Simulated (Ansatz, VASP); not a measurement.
**Two plane-wave programs on Ba2SnF6**

```xyz
9
Lattice="0.0000 4.1270 4.1270 4.1270 0.0000 4.1270 4.1270 4.1270 0.0000" Properties=species:S:1:pos:R:3 pbc="T T T"
Ba    2.0635    2.0635    2.0635
Ba    6.1906    6.1906    6.1906
Sn    0.0000    0.0000    0.0000
F     1.9945    4.1270    4.1270
F     4.1270    1.9945    4.1270
F     4.1270    4.1270    1.9945
F     6.2596    4.1270    4.1270
F     4.1270    6.2596    4.1270
F     4.1270    4.1270    6.2596
```

Alike in both runs: task relaxation of cell and atoms; functional PBE; k mesh 4 × 4 × 4; occupations gaussian, width 0.1 eV; no spin polarisation.

```csv
,VASP,Ansatz
version,VASP 6.6.1,Ansatz 0.2.0
potentials or method,"VASP PAW PBE potentials, release 64 (Ba_sv, Sn_d, F), cutoff 600 eV","scalar-relativistic, plane waves, PAW"
valence electrons in the cell,76,76
```

VASP gave:

* gap on the k mesh at the Fermi level, each at its own relaxed structure (eV): 2.27
* relaxed volume (Å³/atom): 18.37
* relaxed cell length with the largest relative difference (Å): 6.161

**Question.** What did Ansatz give for the same quantities?

**Answer.** gap on the k mesh at the Fermi level, each at its own relaxed structure (eV): 2.32; relaxed volume (Å³/atom): 18.31; relaxed cell length with the largest relative difference (Å): 6.154.

Spin-orbit coupling is off throughout. Noted on VASP's run: the volume moved by over 15 % at a fixed basis, so the end points are rough.
